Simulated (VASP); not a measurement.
A run of VASP 6.6.1:

The input INCAR:

```
SYSTEM = Au3ClO
  PREC = Accurate
  ENCUT = 600
  EDIFF = 1E-7
  ISMEAR = -1
  SIGMA = 0.15
  LREAL = .False.
  LASPH = .True.
  NELM = 100
  ALGO = Normal
  ISIF = 3
  LWAVE = .False.
  LCHARG = .False.
  GGA = PE
  IBRION = 2
  NSW = 80
  EDIFFG = -0.001
```

Contents of KPOINTS:

```
Automatic mesh
0
Gamma
  8 8 8
  0 0 0
```

File POSCAR:

```
Au3ClO
1.0
    4.5527548685      0.0000000000      0.0000000000
    0.0000000000      4.5527548685      0.0000000000
    0.0000000000      0.0000000000      4.5527548685
Au Cl O
3 1 1
Direct
    0.0000000000      0.5000000000      0.5000000000
    0.5000000000      0.0000000000      0.5000000000
    0.5000000000      0.5000000000      0.0000000000
    0.0000000000      0.0000000000      0.0000000000
    0.5000000000      0.5000000000      0.5000000000
```

Potentials or basis: VASP PAW PBE potentials, release 64 (Au, Cl, O).

Run with:

```bash
$ cat potpaw_PBE.64/Au/POTCAR potpaw_PBE.64/Cl/POTCAR potpaw_PBE.64/O/POTCAR > POTCAR
$ mpirun -np 1 vasp_std > vasp.out
```

Hardware: 1 thread of Intel Xeon 8259CL, with other jobs on the host.

Task: How long does it take, and how much memory?

Result: It took 2.8 min on 1 thread of Intel Xeon 8259CL, with other jobs on the host, peak memory 0.27 GiB. Counts: scf iterations 16, k points 35, ion steps 1.
